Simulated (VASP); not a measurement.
The system is TiO2.

```
CELL_PARAMETERS angstrom
0.00000 4.21917 4.21917
4.21917 0.00000 4.21917
4.21917 4.21917 0.00000
ATOMIC_POSITIONS crystal
Ti 0.62500 0.62500 0.12500
Ti 0.12500 0.62500 0.62500
Ti 0.62500 0.12500 0.62500
Ti 0.62500 0.62500 0.62500
O 0.39080 0.39080 0.39080
O 0.39080 0.82760 0.39080
O 0.39080 0.39080 0.82760
O 0.82760 0.39080 0.39080
O 0.85920 0.85920 0.42240
O 0.42240 0.85920 0.85920
O 0.85920 0.42240 0.85920
O 0.85920 0.85920 0.85920
```

* Program: VASP 6.6.1
* Task: relaxation of cell and atoms
* Functional: LDA
* Potentials or basis: VASP PAW LDA potentials, release 64 (Ti_sv, O)
* Cutoff: 600 eV
* k mesh: 4 × 4 × 4
* Occupations: gaussian, width 0.1 eV
* Spin: no spin polarisation

At the start: pressure -10.9 GPa; volume 12.52 Å³/atom.

Question: Where does the relaxation end?

Answer: Over 6 steps the energy falls by 26.1 meV/atom and the volume is 11.71 Å³/atom (-6.5 %); space group Fd-3m (No. 227, to 0.1 Å) before and after.

The path:
| step | energy change (eV) | largest force (eV/Å) | pressure (GPa) | volume (Å³) |
| --- | --- | --- | --- | --- |
| 1 | 0.0000 | 0.7077 | -10.90 | 150.21 |
| 2 | 0.5984 | 2.2387 | 22.38 | 132.46 |
| 3 | -0.2841 | 0.2293 | -0.92 | 143.41 |
| 4 | -0.2843 | 0.2524 | -0.67 | 143.26 |
| 5 | -0.3041 | 0.1383 | -0.42 | 142.10 |
| 6 | -0.3131 | 0.0183 | -0.04 | 140.50 |

Final structure:
```cif
data_structure
_symmetry_space_group_name_H-M 'P 1'
_symmetry_Int_Tables_number 1
_cell_length_a 5.8352
_cell_length_b 5.8352
_cell_length_c 5.8352
_cell_angle_alpha 60.000
_cell_angle_beta 60.000
_cell_angle_gamma 60.000
_cell_volume 140.50
loop_
_atom_site_label
_atom_site_type_symbol
_atom_site_fract_x
_atom_site_fract_y
_atom_site_fract_z
_atom_site_occupancy
Ti1 Ti 0.62500 0.62500 0.12500 1
Ti2 Ti 0.12500 0.62500 0.62500 1
Ti3 Ti 0.62500 0.12500 0.62500 1
Ti4 Ti 0.62500 0.62500 0.62500 1
O1 O 0.38993 0.38993 0.38993 1
O2 O 0.38993 0.83020 0.38993 1
O3 O 0.38993 0.38993 0.83020 1
O4 O 0.83020 0.38993 0.38993 1
O5 O 0.86007 0.86007 0.41980 1
O6 O 0.41980 0.86007 0.86007 1
O7 O 0.86007 0.41980 0.86007 1
O8 O 0.86007 0.86007 0.86007 1
```
